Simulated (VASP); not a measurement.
# MnS: single point with PBE

The system is MnS.

```
Mn S
1.0
     0.00000    2.50003    2.50003
     2.50003    0.00000    2.50003
     2.50003    2.50003    0.00000
Mn S
1 1
Direct
  0.00000 0.00000 0.00000
  0.50000 0.50000 0.50000
```

```json
{"Program": "VASP 6.6.1", "Task": "single point", "Functional": "PBE", "Potentials or basis": "VASP PAW PBE potentials, release 64 (Mn_pv, S)", "Cutoff": "520 eV", "k mesh": "12 × 12 × 12", "Occupations": "gaussian, width 0.05 eV", "Spin": "collinear spin, ferromagnetic start", "Starting moments": "[4.56, 0.0] μB"}
```

The pressure is 3.6 GPa. The net moment is 4.30 μB per cell and the site moments are Mn +3.96; S +0.07 μB. The valence electrons inside the program's atomic spheres are Mn 11.44; S 3.75.

Levels at points of the mesh, in eV from the Fermi level:
Spin up:
| k point | band 9 | band 10 | band 11 | band 12 | band 13 | band 14 | band 15 | band 16 |
| --- | --- | --- | --- | --- | --- | --- | --- | --- |
| (0.00, 0.00, 0.00) | -3.33 | -2.08 | -2.08 | -2.08 | 2.68 | 8.85 | 8.85 | 8.85 |
| (0.50, 0.00, 0.00) | -2.74 | -2.30 | 0.84 | 0.84 | 2.87 | 5.46 | 5.46 | 10.02 |
| (0.50, 0.50, 0.00) | -3.00 | -2.56 | -2.56 | -1.93 | 1.14 | 5.64 | 11.21 | 13.22 |
Spin down:
```csv
k point,band 3,band 4,band 5,band 6,band 7,band 8,band 9,band 10,band 11,band 12
"(0.00, 0.00, 0.00)",-46.36,-15.25,-1.89,-1.89,-1.89,-0.13,-0.13,-0.13,-0.02,-0.02
"(0.50, 0.00, 0.00)",-46.36,-13.65,-7.29,-3.97,-3.97,1.08,1.08,1.33,3.29,3.45
"(0.50, 0.50, 0.00)",-46.36,-13.48,-6.39,-3.65,-3.65,-1.48,0.50,1.37,1.37,1.56
```

Run time: 47 s on 1 thread of Intel(R) Xeon(R) 6975P-C (Granite Rapids), on a shared host, peak memory 0.21 GiB.

Caveat: a cell with one magnetic atom can't hold antiferromagnetic order, which such compounds often take; semilocal functionals often make such compounds metallic where correlation or magnetic order opens a gap, which also shifts bond lengths. With open d or f shells a metallic result of PBE can be an artefact of self-interaction; +U or a hybrid may open a gap.
